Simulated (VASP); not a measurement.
# HC18N in VASP: notebook, part 2 of 2

VASP 6.6.1.

## 4. Single point, PBE

INCAR reads:

```
PREC = Accurate
ENCUT = 520
EDIFF = 1E-6
ISMEAR = 0
SIGMA = 0.05
LREAL = Auto
LASPH = T
NELM = 60
ALGO = Normal
ISIF = 2
LWAVE = F
LCHARG = F
GGA = PE
NBANDS = 55
```

KPOINTS reads:

```
Automatic mesh
0
Gamma
  2 2 1
```

POSCAR reads:

```
HC18N
1.0
    7.3980000000      0.0000000000      0.0000000000
   -3.6990000000      6.4068560000      0.0000000000
    0.0000000000      0.0000000000     12.0000000000
C N H
18 1 1
Direct
   -0.0217505024     -0.0171533432      0.0864075833
    0.2040024858      0.0946197324      0.1155392500
   -0.0181177786      0.3176857729      0.0795309167
    0.2050665844      0.4289963751      0.0802995000
   -0.0178428169      0.6507850340      0.0808620833
    0.2055009866      0.7622228438      0.0808524167
    0.3181327731     -0.0171634886      0.0865131667
    0.5378686450      0.0950411559      0.0797840833
    0.3170526641      0.3205570720      0.0866237500
    0.5374285584      0.4289820155      0.0802101667
    0.3160047127      0.6512713880      0.0779420000
    0.5378386738      0.7621869447      0.0780540833
    0.6486573356     -0.0161581593      0.0775489167
    0.8706491512      0.0950385025      0.0798655000
    0.6493815463      0.3177160529      0.0794741667
    0.8713492649      0.4291654128      0.0789730833
    0.6487840140      0.6512860598      0.0778807500
    0.8702412352      0.7622134788      0.0808337500
    0.1908184220      0.0679572008      0.2390812500
    0.2630209727      0.2149670603      0.2745560833
```

Potentials or basis: VASP PAW PBE potentials, release 64 (C, N, H).

Command:

```sh
$ cat potpaw_PBE.64/C/POTCAR potpaw_PBE.64/N/POTCAR potpaw_PBE.64/H/POTCAR > POTCAR
$ mpirun -np 1 vasp_std > vasp.out
```

OUTCAR:

```text
PREC = Accurate
   ENCUT = 520
   EDIFF = 1E-6
   ISMEAR = 0
   LREAL = Auto
   LASPH = T
   NELM = 60
   ISIF = 2
   GGA = PE

 ion  position               nearest neighbor table
   1  0.978  0.983  0.086-  14 1.41  18 1.42   2 1.49
   2  0.204  0.095  0.116-   1 1.49   9 1.49   7 1.49  19 1.49
   3  0.982  0.318  0.080-  16 1.42  14 1.43   4 1.43
   4  0.205  0.429  0.080-   9 1.41  11 1.42   3 1.43
   5  0.982  0.651  0.081-  16 1.42   6 1.43  18 1.43
   6  0.206  0.762  0.081-   7 1.42  11 1.42   5 1.43
   7  0.318  0.983  0.087-   8 1.41   6 1.42   2 1.49
   8  0.538  0.095  0.080-   7 1.41  13 1.42  15 1.43
[... 8 lines left out ...]
  17  0.649  0.651  0.078-  18 1.42  12 1.42  10 1.42
  18  0.870  0.762  0.081-   1 1.42  17 1.42   5 1.43
  19  0.191  0.068  0.239-  20 1.03   2 1.49
  20  0.263  0.215  0.275-  19 1.03

  LATTYP: Found a hexagonal cell.
 ALAT       =     7.3980000000
 C/A-ratio  =     1.6220600162

  Lattice vectors:

 A1 = (   7.3980000000,   0.0000000000,   0.0000000000)
 A2 = (  -3.6990000000,   6.4068560000,   0.0000000000)
 A3 = (   0.0000000000,   0.0000000000,  12.0000000000)

Analysis of symmetry for initial positions (statically):
=====================================================================
 Subroutine PRICEL returns:
 Original cell was already a primitive cell.

 Routine SETGRP: Setting up the symmetry group for a
 hexagonal supercell.

 Subroutine GETGRP returns: Found  1 space group operations
 (whereof  1 operations were pure point group operations)
 out of a pool of 24 trial point group operations.

The static configuration has the point symmetry C_1 .

Analysis of symmetry for dynamics (positions and initial velocities):
=====================================================================
 Subroutine PRICEL returns:
 Original cell was already a primitive cell.

[... 144 lines left out ...]
  Fermi-wavevector in a.u.,A,eV,Ry     =   0.844228  1.595359  9.697146  0.712720
  Thomas-Fermi vector in A             =   1.959222
   LORBIT       =      0    0 simple, 1 ext, 2 COOP (PROOUT), +10 PAW based schemes
   GGA     = PE    functional components
   LHFCALC =     F    Hartree Fock is set to
   AEXX    =    0.0000 exact exchange contribution
   IVDW    =     0    specifies the selected vdW correction
   LEPSILON=     F    determine dielectric tensor
   LRPA    =     F    only Hartree local field effects (RPA)
 non-spin polarized calculation
 Gauss-broadening in eV      SIGMA  =   0.05
  energy-cutoff  :      520.00
  volume of cell :      568.78
 maximum number of plane-waves:     15363
 NGX is ok and might be reduce to    56
   NGX = 27   NGY = 27   NGZ = 45

 number of electron      77.9999998 magnetization

 Free energy of the ion-electron system (eV)
  ---------------------------------------------------
  ext. energy  EPLUGINS =         0.00000000
  ---------------------------------------------------
  free energy    TOTEN  =      -173.87047458 eV

  energy without entropy =     -173.85414493  energy(sigma->0) =     -173.86230975

 E-fermi :  -1.9785     XC(G=0):  -3.9057

 val. band max:       -1.9936393922   @ k =   0.0000   0.5000   0.0000
 cond. band min:      -1.9434542777   @ k =   0.0000   0.0000   0.0000
 fundamental gap:      0.0501851145
 Fermi energy:        -1.9784822931

 k-point     1 :       0.0000    0.0000    0.0000
  band No.  band energies     occupation
      1     -21.5991      2.00000
      2     -19.7140      2.00000
      3     -18.9845      2.00000
      4     -18.9379      2.00000
      5     -18.9313      2.00000
      6     -18.8817      2.00000
[... 205 lines left out ...]
     50       4.1885      0.00000
     51       4.2224      0.00000
 [bands above 51 left out]

------------------------ aborting loop because EDIFF is reached ----------------------------------------

  FORCE on cell =-STRESS in cart. coord.  units (eV):
  Direction    XX          YY          ZZ          XY          YZ          ZX
  --------------------------------------------------------------------------------------
  -------------------------------------------------------------------------------------
  Total        3.2177814      1.1991702     -0.0007853      0.0000438      0.0195674     -0.0097265
  in kB        9.0641397      3.3779318     -0.0022121      0.0001234      0.0551194     -0.0273984
  external PRESSURE =       4.1466198 kB  Pullay stress =       0.0000000 kB

 VOLUME and BASIS-vectors are now :
 -----------------------------------------------------------------------------
  energy-cutoff  :      520.00
  volume of cell :      568.78
      direct lattice vectors                 reciprocal lattice vectors
     7.398000000  0.000000000  0.000000000     0.135171668  0.078041398  0.000000000
    -3.699000000  6.406856000  0.000000000     0.000000000  0.156082796  0.000000000
     0.000000000  0.000000000 12.000000000     0.000000000  0.000000000  0.083333333

 POSITION                                       TOTAL-FORCE (eV/Angst)
 -----------------------------------------------------------------------------------
      3.60154      6.29696      1.03689        -0.003024      0.014361      0.007982
      1.15921      0.60622      1.38647         0.025300     -0.021573     -0.051280
      6.08884      2.03537      0.95437        -0.000700      0.010746      0.005474
     -0.06978      2.74852      0.96359         0.002799      0.005228      0.002377
      4.85874      4.16949      0.97034         0.001616      0.003464      0.004812
     -1.29917      4.88345      0.97023         0.014176     -0.000395      0.004806
[... 12 lines left out ...]
      1.16030      0.43539      2.86897        -0.009784     -0.035689      0.037723
      1.15067      1.37726      3.29467         0.000072      0.038394      0.034516
 -----------------------------------------------------------------------------------
    total drift:                                0.000498     -0.009805      0.014402

  FREE ENERGIE OF THE ION-ELECTRON SYSTEM (eV)
  ---------------------------------------------------
  free  energy   TOTEN  =      -173.8704745784 eV

  energy  without entropy=     -173.8541449262  energy(sigma->0) =     -173.86230975
```

OSZICAR:

```text
N       E                     dE             d eps       ncg     rms          rms(c)
DAV:   1     0.640320213285E+03    0.64032E+03   -0.31675E+04   448   0.113E+03
DAV:   2    -0.847221392819E+02   -0.72504E+03   -0.69459E+03   641   0.274E+02
DAV:   3    -0.182688273233E+03   -0.97966E+02   -0.97208E+02   528   0.105E+02
[... 20 lines left out ...]
DAV:  24    -0.173870455078E+03   -0.17443E-04   -0.66001E-06   536   0.918E-03    0.236E-03
DAV:  25    -0.173870463609E+03   -0.85309E-05   -0.48913E-07   315   0.318E-03    0.187E-03
DAV:  26    -0.173870471949E+03   -0.83396E-05   -0.93853E-07   312   0.241E-03    0.127E-03
DAV:  27    -0.173870473593E+03   -0.16443E-05   -0.15953E-07   336   0.130E-03    0.835E-04
DAV:  28    -0.173870474578E+03   -0.98561E-06   -0.76605E-08   308   0.847E-04
   1 F= -.17387047E+03 E0= -.17386231E+03  d E =-.163297E-01
```

stdout:

```text
POSCAR found type information on POSCAR C N H
 POSCAR found :  3 types and      20 ions
 scaLAPACK will be used
 LDA part: xc-table for (Slater+PW92), standard interpolation
 POSCAR, INCAR and KPOINTS ok, starting setup
 FFT: planning ... GRIDC
 FFT: planning ... GRID_SOFT
 FFT: planning ... GRID
 WAVECAR not read
 entering main loop
```

It took 2.6 min on 1 thread of Intel Xeon 6975P-C (Granite Rapids), shared host; peak memory 0.6 GiB.

Results:

```
Free energy            : -173.8705 eV
Largest force          : 0.061 eV/Å
Band gap on the k mesh : zero (band 39 reaches -1.94 eV, above the bottom of band 40 at -1.99 eV)
```

Forces on the atoms (eV/Å):
```
C   -0.003  0.014  0.008
C    0.025 -0.022 -0.051
C   -0.001  0.011  0.005
C    0.003  0.005  0.002
C    0.002  0.003  0.005
C    0.014  0.000  0.005
C   -0.013  0.025 -0.020
C    0.006 -0.015  0.003
C   -0.005 -0.005 -0.001
C    0.010  0.000  0.013
C   -0.010  0.003 -0.007
C    0.001 -0.010 -0.001
C    0.006  0.014 -0.003
C   -0.009 -0.023 -0.020
C   -0.013 -0.002 -0.006
C    0.000  0.003  0.003
C    0.005 -0.005 -0.003
C   -0.009  0.002 -0.004
N   -0.010 -0.036  0.038
H    0.000  0.038  0.035
```

Levels at points of the mesh, in eV from the Fermi level:
| k point | band 37 | band 38 | band 39 | band 40 | band 41 | band 42 |
| --- | --- | --- | --- | --- | --- | --- |
| (0.00, 0.00, 0.00) | -1.63 | -0.55 | 0.03 | 0.14 | 0.61 | 2.19 |
| (0.50, 0.00, 0.00) | -2.40 | -1.77 | -0.25 | 0.05 | 2.06 | 2.50 |
| (0.00, 0.50, 0.00) | -2.45 | -1.65 | -0.16 | -0.02 | 1.99 | 2.55 |
| (0.50, 0.50, 0.00) | -2.40 | -1.76 | -0.25 | 0.05 | 2.06 | 2.50 |

Caveat: the k points lie up to 0.49 Å⁻¹ apart.
